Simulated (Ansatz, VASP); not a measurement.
# Pt in VASP and in Ansatz

Contents of INCAR:

```
SYSTEM = Pt
  ALGO = Fast
  EDIFF = 1E-6
  ENCUT = 520
  GGA = PE
  ISIF = 2
  ISMEAR = 0
  LASPH = .TRUE.
  LCHARG = .TRUE.
  LELF = .TRUE.
  LREAL = .FALSE.
  LVHAR = .TRUE.
  LWAVE = .FALSE.
  NBANDS = 11
  NELM = 100
  PREC = Accurate
  SIGMA = 0.15
```

KPOINTS

```
k-points
0
G
  20 20 20
  0 0 0
```

Contents of POSCAR:

```
Pt
1.0
    0.0122368750      1.9579000000      1.9579000000
    1.9579000000      0.0122368750      1.9579000000
    1.9701368750      1.9701368750      0.0000000000
Pt
1
Direct
    0.0000000000      0.0000000000      0.0000000000
```

Input for Ansatz:

```yaml
crystal:
  lattice:
    - [0.012236875, 1.9579, 1.9579]
    - [1.9579, 0.012236875, 1.9579]
    - [1.970136875, 1.970136875, 0.0]
  atoms:
    - { symbol: Pt, position: [0.0, 0.0, 0.0] }
basis:
  ecutwfc: 420
kpoints:
  mp_grid: { grid: [20, 20, 20] }
hamiltonian:
  xc: pbe
scf:
  occupations: { method: gaussian, width: 0.15 }
output:
  forces: true
  stress: true
  eigenvalues: true
```

Change from the starting cell: strain +0.0125 x Voigt [0, 0, 0, 0, 0, 1], atoms carried along.

Alike in both runs: task single point; functional PBE; k mesh 20 × 20 × 20; occupations gaussian, width 0.15 eV; no spin polarisation.

|  | VASP | Ansatz |
| --- | --- | --- |
| version | VASP 6.6.1 | Ansatz 0.2.0 |
| potentials or method | VASP PAW PBE potentials, release 64 (Pt), cutoff 520 eV | scalar-relativistic, plane waves, PAW |
| valence electrons in the cell | 10 | 18 |

|  | VASP | Ansatz | Ansatz less VASP |
| --- | --- | --- | --- |
| gap on the k mesh at the Fermi level (eV) | none | none | - |
| pressure (GPa) | 11.0 | 11.6 | +0.56 |
| traceless stress, the component that is largest in VASP (GPa) | -1.09 | -1.08 | +0.006 |

A gap of «none» marks a metal or a gap that the smearing closes. VASP's potentials hold 10 valence electrons a cell and Ansatz's 18, so a difference there can come from the potentials and not from the codes.

Neither program's run includes spin-orbit coupling.
